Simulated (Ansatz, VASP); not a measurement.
**ScB2P3 in VASP and in Ansatz**

```
Sc B P
1.0
     3.37652    0.00000    0.00000
     0.00000    3.37652    0.00000
     0.00000    0.00000    6.68812
Sc B P
1 2 3
Direct
  0.00000 0.00000 0.65132
  0.50000 0.50000 0.67890
  0.00000 0.00000 0.27812
  0.50000 0.00000 0.99492
  0.00000 0.50000 0.99492
  0.50000 0.50000 0.40181
```

Change from the starting cell: species swapped into the Zr2As3S type (P4mm, No. 99).

Alike in both runs: functional PBE; k mesh 12 × 12 × 6; occupations gaussian, width 0.1 eV; no spin polarisation.

Ansatz relaxed the structure, and its values are those at the end. VASP's run is a single point on that final structure, the one shown.

|  | VASP | Ansatz |
| --- | --- | --- |
| version | VASP 6.6.1 | Ansatz 0.2.0 |
| potentials or method | VASP PAW PBE potentials, release 64 (Sc_sv, B, P), cutoff 520 eV | scalar-relativistic, plane waves, PAW |
| valence electrons in the cell | 32 | 32 |

```csv
,VASP,Ansatz,Ansatz less VASP
gap on the k mesh at the Fermi level (eV),none,none,-
pressure (GPa),0.0,0.0,-0.01
rms of the force components (eV/Å),0.003,0.000,-0.0030
```

A gap of «none» marks a metal or a gap that the smearing closes.
